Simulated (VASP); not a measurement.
# SrO (Fm-3m) in VASP: further runs, part 2 of 2

VASP 6.6.1. The steps go on from the part before.

## (3) Elastic constants, PBEsol

This run uses another cell than the first one, of 16.16 Å³/atom.

Input file INCAR:

```
SYSTEM = SrO
ALGO = Normal
EDIFF = 1E-8
ENCUT = 600
GGA = PS
IBRION = 6
ISIF = 3
ISMEAR = 0
LASPH = .True.
LCHARG = .False.
LREAL = .False.
LWAVE = .False.
NBANDS = 15
NELM = 100
NFREE = 2
NSW = 1
POTIM = 0.015
PREC = Accurate
SIGMA = 0.01
```

Input file KPOINTS:

```
k-points
0
Gamma
  8 8 8
  0 0 0
```

Input file POSCAR:

```
SrO
1.0
    0.0000000000      2.5281230563      2.5281230563
    2.5281230563      0.0000000000      2.5281230563
    2.5281230563      2.5281230563      0.0000000000
Sr O
1 1
Direct
    0.5000000000      0.5000000000      0.5000000000
    0.0000000000      0.0000000000      0.0000000000
```

Potentials or basis: VASP PAW PBE potentials, release 64 (Sr_sv, O).

Started as:

```
$ cat potpaw_PBE.64/Sr_sv/POTCAR potpaw_PBE.64/O/POTCAR > POTCAR
$ mpirun -np 1 vasp_std > vasp.out
```

OUTCAR:

```text
SYSTEM = SrO
   EDIFF = 1E-8
   ENCUT = 600
   GGA = PS
   IBRION = 6
   ISIF = 3
   ISMEAR = 0
   LASPH = .True.
   LREAL = .False.
   NELM = 100
   NFREE = 2
   NSW = 1
   POTIM = 0.015
   PREC = Accurate

 ion  position               nearest neighbor table
   1  0.500  0.500  0.500-   2 2.53   2 2.53   2 2.53   2 2.53   2 2.53   2 2.53
   2  0.000  0.000  0.000-   1 2.53   1 2.53   1 2.53   1 2.53   1 2.53   1 2.53

  LATTYP: Found a face centered cubic cell.
 ALAT       =     5.0562461126

  Lattice vectors:

 A1 = (   0.0000000000,   2.5281230563,   2.5281230563)
 A2 = (   2.5281230563,   0.0000000000,   2.5281230563)
 A3 = (   2.5281230563,   2.5281230563,   0.0000000000)

Analysis of symmetry for initial positions (statically):
=====================================================================
 Subroutine PRICEL returns:
 Original cell was already a primitive cell.

 Routine SETGRP: Setting up the symmetry group for a
 face centered cubic supercell.

 Subroutine GETGRP returns: Found 48 space group operations
 (whereof 48 operations were pure point group operations)
 out of a pool of 48 trial point group operations.

The static configuration has the point symmetry O_h .
[... 801 lines left out ...]
  -------------------------------------------------------------------------------------
  Total        0.9491623      0.9424536      0.9424536      0.0000000     -0.0000000      0.0000000
  in kB       47.0572397     46.7246368     46.7246368      0.0000000     -0.0000000      0.0000000
  external PRESSURE =      46.8355045 kB  Pullay stress =       0.0000000 kB
[... 17 lines left out ...]
  FREE ENERGIE OF THE ION-ELECTRON SYSTEM (eV)
  ---------------------------------------------------
  free  energy   TOTEN  =       -12.6183165657 eV

  energy  without entropy=      -12.6183165657  energy(sigma->0) =      -12.61831657

 INTERNAL STRAIN TENSORS FROM STRAINED CELLS
 ============================================

 INTERNAL STRAIN TENSOR FOR ION    1 for displacements in x,y,z  (eV/Angst):
          X           Y           Z          XY          YZ          ZX
  --------------------------------------------------------------------------------
  x     0.00000     0.00000     0.00000    -0.00000     0.00000     0.00000
  y    -0.00000     0.00000     0.00000    -0.00000     0.00000     0.00000
  z    -0.00000     0.00000    -0.00000     0.00000    -0.00000     0.00000

 INTERNAL STRAIN TENSORS FROM DISPLACED ATOMS
 ============================================

 INTERNAL STRAIN TENSOR FOR ION    1 for displacements in x,y,z  (eV/Angst):
          X           Y           Z          XY          YZ          ZX
  --------------------------------------------------------------------------------
  x     0.00000     0.00000     0.00000     0.00000     0.00000     0.00000
  y     0.00000     0.00000     0.00000     0.00000     0.00000     0.00000
  z     0.00000     0.00000     0.00000     0.00000     0.00000     0.00000

 INTERNAL STRAIN TENSOR FOR ION    2 for displacements in x,y,z  (eV/Angst):
          X           Y           Z          XY          YZ          ZX
  --------------------------------------------------------------------------------
  x     0.00000     0.00000     0.00000     0.00000     0.00000     0.00000
  y     0.00000     0.00000     0.00000     0.00000     0.00000     0.00000
  z     0.00000     0.00000     0.00000     0.00000     0.00000     0.00000

 Eigenvectors and eigenvalues of the dynamical matrix
 ----------------------------------------------------

   1 f  =    7.006654 THz    44.024104 2PiTHz  233.716814 cm-1    28.977179 meV
             X         Y         Z           dx          dy          dz
      2.528123  2.528123  2.528123    -0.393226    0.000000    0.000000
      0.000000  0.000000  0.000000     0.919442    0.000000    0.000000
[... 21 lines left out ...]
   6 f/i=    0.002099 THz     0.013190 2PiTHz    0.070025 cm-1     0.008682 meV
             X         Y         Z           dx          dy          dz
      2.528123  2.528123  2.528123     0.000000    0.000000    0.919442
      0.000000  0.000000  0.000000     0.000000    0.000000    0.393226

--------------------------------------------------------------------------------------------------------

 ELASTIC MODULI CONTR FROM IONIC RELAXATION (kBar)
 Direction    XX          YY          ZZ          XY          YZ          ZX
 --------------------------------------------------------------------------------
 XX           0.0000      0.0000      0.0000      0.0000      0.0000      0.0000
 YY           0.0000      0.0000      0.0000      0.0000      0.0000      0.0000
 ZZ           0.0000      0.0000      0.0000      0.0000      0.0000      0.0000
 XY           0.0000      0.0000      0.0000      0.0000      0.0000      0.0000
 YZ           0.0000      0.0000      0.0000      0.0000      0.0000      0.0000
 ZX           0.0000      0.0000      0.0000      0.0000      0.0000      0.0000
 --------------------------------------------------------------------------------

 TOTAL ELASTIC MODULI (kBar)
 Direction    XX          YY          ZZ          XY          YZ          ZX
 --------------------------------------------------------------------------------
 XX        2279.7592    507.6413    507.6413      0.0000     -0.0000     -0.0000
 YY         507.6413   2279.7592    507.6413      0.0000      0.0000      0.0000
 ZZ         507.6413    507.6413   2279.7592     -0.0000      0.0000      0.0000
 XY           0.0000      0.0000     -0.0000    536.7767      0.0000      0.0000
 YZ          -0.0000      0.0000      0.0000      0.0000    536.7767      0.0000
 ZX          -0.0000      0.0000      0.0000      0.0000      0.0000    536.7767
 --------------------------------------------------------------------------------
```

stdout:

```text
POSCAR found type information on POSCAR SrO
 POSCAR found :  2 types and       2 ions
 scaLAPACK will be used
 -----------------------------------------------------------------------------
|                                                                             |
|                                                                             |
|     You enforced a specific xc type in the INCAR file but a different       |
|     I HOPE YOU KNOW WHAT YOU ARE DOING!                                     |
[... 32 lines left out ...]
 Finite differences progress:
 bond charge predicted
 Finite differences progress:
 bond charge predicted
 Finite differences progress:
 bond charge predicted
 Finite differences progress:
 bond charge predicted
 Finite differences progress:
 bond charge predicted
 Finite differences progress:
 bond charge predicted
 Finite differences progress:
```

Run time: 20 min. Hardware: 1 thread of Intel Xeon 8259CL, shared host; peak memory 0.3 GiB.

What came out:

* Elastic constants C11, C12, C44: 228, 51, 54 GPa
* Voigt bulk modulus: 110 GPa
* Highest phonon frequency at Γ, LO-TO splitting left out: 234 cm⁻¹

Phonon frequencies in cm⁻¹ (negative: imaginary):
| q point | frequencies |
| --- | --- |
| (0.000, 0.000, 0.000) | 0 0 0 234 234 234 |

Elastic tensor in Voigt notation (GPa, in the Cartesian axes of the cell as first typed):
```
228  51  51   0   0   0
 51 228  51   0   0   0
 51  51 228   0   0   0
  0   0   0  54   0   0
  0   0   0   0  54   0
  0   0   0   0   0  54
```

Clamped-ion elastic tensor (GPa):
```
228  51  51   0   0   0
 51 228  51   0   0   0
 51  51 228   0   0   0
  0   0   0  54   0   0
  0   0   0   0  54   0
  0   0   0   0   0  54
```

Caveat: the cell is under stress, which shifts elastic constants; the PAW data sets were made with another functional, which shifts forces and pressure a little.

## (4) Elastic constants, PBEsol

This run uses another cell than the first one, of 16.46 Å³/atom.

Input file INCAR:

```
SYSTEM = SrO
ALGO = Normal ; EDIFF = 1E-8
ENCUT = 600 ; GGA = PS
IBRION = 6 ; ISIF = 3
ISMEAR = 0 ; LASPH = .TRUE.
LCHARG = .FALSE. ; LREAL = .FALSE.
LWAVE = .FALSE. ; NBANDS = 15
NELM = 100 ; NFREE = 2
NSW = 1 ; POTIM = 0.015
PREC = Accurate ; SIGMA = 0.01
```

Input file KPOINTS:

```
k-points
0
G
  8 8 8
  0 0 0
```

Input file POSCAR:

```
SrO
1.0
    0.0000000000      2.5438864622      2.5438864622
    2.5438864622      0.0000000000      2.5438864622
    2.5438864622      2.5438864622      0.0000000000
Sr O
1 1
Direct
    0.5000000000      0.5000000000      0.5000000000
    0.0000000000      0.0000000000      0.0000000000
```

Started as:

```
$ cat potpaw_PBE.64/Sr_sv/POTCAR potpaw_PBE.64/O/POTCAR > POTCAR
$ mpirun -np 1 vasp_std > vasp.out
```

Wall time 18 min (1 thread of Intel Xeon 8259CL, shared host); peak memory 0.3 GiB.

Results (log left out):

```yaml
Elastic_constants_C11_C12_C44: 210, 49, 54 GPa
Voigt_bulk_modulus: 103 GPa
Highest_phonon_frequency_at_Γ_LO-TO_splitting_left_out: 222 cm⁻¹
```

Phonon frequencies in cm⁻¹ (negative: imaginary):
```tsv
q point	frequencies
(0.000, 0.000, 0.000)	0 0 0 222 222 222
```

Elastic tensor in Voigt notation (GPa, in the Cartesian axes of the cell as first typed):
```
210  49  49   0   0   0
 49 210  49   0   0   0
 49  49 210   0   0   0
  0   0   0  54   0   0
  0   0   0   0  54   0
  0   0   0   0   0  54
```

Clamped-ion elastic tensor (GPa):
```
210  49  49   0   0   0
 49 210  49   0   0   0
 49  49 210   0   0   0
  0   0   0  54   0   0
  0   0   0   0  54   0
  0   0   0   0   0  54
```

Caveat: the cell is under stress, which shifts elastic constants; the PAW data sets were made with another functional, which shifts forces and pressure a little.

## (5) Elastic constants, PBEsol

This run uses another cell than the first one, of 16.63 Å³/atom.

Input file INCAR:

```
PREC = Accurate
ENCUT = 600
EDIFF = 1E-8
ISMEAR = 0
SIGMA = 0.01
LREAL = F
LASPH = T
NELM = 60
ALGO = Normal
ISIF = 3
LWAVE = F
LCHARG = F
GGA = PS
IBRION = 6
NFREE = 2
POTIM = 0.015
NSW = 1
```

Input file KPOINTS:

```
Automatic mesh
0
Gamma
  8 8 8
```

Input file POSCAR:

```
SrO
1.0
    0.0000000000      2.5523324856      2.5523324856
    2.5523324856      0.0000000000      2.5523324856
    2.5523324856      2.5523324856      0.0000000000
Sr O
1 1
Direct
    0.5000000000      0.5000000000      0.5000000000
    0.0000000000      0.0000000000      0.0000000000
```

Started as:

```
$ cat potpaw_PBE.64/Sr_sv/POTCAR potpaw_PBE.64/O/POTCAR > POTCAR
$ mpirun -np 1 vasp_std > vasp.out
```

Run time: 15 min. Hardware: 1 thread of Intel Xeon 8259CL, shared host; peak memory 0.29 GiB.

Results (log left out):

```yaml
Elastic_constants_C11_C12_C44: 200, 49, 54 GPa
Voigt_bulk_modulus: 99 GPa
Highest_phonon_frequency_at_Γ_LO-TO_splitting_left_out: 216 cm⁻¹
```

Phonon frequencies in cm⁻¹ (negative: imaginary):
| q point | frequencies |
| --- | --- |
| (0.000, 0.000, 0.000) | 0 0 0 216 216 216 |

Elastic tensor in Voigt notation (GPa, in the Cartesian axes of the cell as first typed):
```
200  49  49   0   0   0
 49 200  49   0   0   0
 49  49 200   0   0   0
  0   0   0  54   0   0
  0   0   0   0  54   0
  0   0   0   0   0  54
```

Clamped-ion elastic tensor (GPa):
```
200  49  49   0   0   0
 49 200  49   0   0   0
 49  49 200   0   0   0
  0   0   0  54   0   0
  0   0   0   0  54   0
  0   0   0   0   0  54
```

Caveat: the cell is under stress, which shifts elastic constants; the PAW data sets were made with another functional, which shifts forces and pressure a little.
